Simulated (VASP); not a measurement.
SnTe3:

```
Te Sn
1.0
     0.00000    3.86122    3.86122
     3.86122    0.00000    3.86122
     3.86122    3.86122    0.00000
Te Sn
3 1
Direct
  0.50000 0.50000 0.50000
  0.75000 0.75000 0.75000
  0.25000 0.25000 0.25000
  0.00000 0.00000 0.00000
```

- Program: VASP 6.6.1
- Task: relaxation of cell and atoms
- Functional: PBEsol
- Potentials or basis: VASP PAW PBE potentials, release 64 (Te, Sn_d)
- Cutoff: 600 eV
- k mesh: 6 × 6 × 6
- Occupations: fermi-dirac, width 0.05 eV
- Spin: no spin polarisation

At the start: pressure -2.8 GPa; volume 28.78 Å³/atom.

Task: How do energy, volume and symmetry change on relaxing?

Result: Over 3 steps the energy falls by 14.4 meV/atom and the volume is 27.21 Å³/atom (-5.5 %); space group Fm-3m (No. 225, to 0.05 Å).

Step by step:
```csv
step,energy change (eV),largest force (eV/Å),pressure (GPa),volume (Å³)
1,0.0000,0.0000,-2.80,115.13
2,-0.0517,0.0000,1.01,106.95
3,-0.0576,0.0000,0.00,108.84
```

Final structure:
```xyz
4
Lattice="0.0000 3.7895 3.7895 3.7895 0.0000 3.7895 3.7895 3.7895 0.0000" Properties=species:S:1:pos:R:3 pbc="T T T"
Te    3.7895    3.7895    3.7895
Te    5.6842    5.6842    5.6842
Te    1.8947    1.8947    1.8947
Sn    0.0000    0.0000    0.0000
```

Caveat: the PAW data sets were made with another functional, which shifts forces and pressure a little.
